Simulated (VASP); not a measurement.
PbS, 8 atoms in the cell. The cell holds a slab with vacuum, 8 atoms: a = 4.225 Å, b = 4.227 Å, c = 23.998 Å, α = 90.00°, β = 90.00°, γ = 90.00°. 

| Property | Result |
| --- | --- |
| Program | VASP 6.6.1 |
| Task | single point |
| Functional | PBE |
| Potentials or basis | VASP PAW PBE potentials, release 64 (S, Pb_d) |
| Cutoff | 520 eV |
| k mesh | 6 × 6 × 1 |
| Occupations | fermi-dirac, width 0.05 eV |
| Spin | no spin polarisation |
| Dipole correction | yes |
| Further INCAR settings | ALGO = Normal; EDIFF = 1e-07; NBANDS = 50 |

Potentials or basis: VASP PAW PBE potentials, release 64 (S, Pb_d).

The run is started by

```console
$ cat potpaw_PBE.64/S/POTCAR potpaw_PBE.64/Pb_d/POTCAR > POTCAR
$ mpirun -np 1 vasp_std > vasp.out
```

Hardware: 1 thread of AMD EPYC 7R43 64-Core Processor (Zen 3) (shared host).

Task: Estimate the wall time of this run.

Result: Wall time 9.3 min on 1 thread of AMD EPYC 7R43 64-Core Processor (Zen 3), with other jobs on the host, peak memory 0.54 GiB. Counts: scf iterations 25, k points 16.
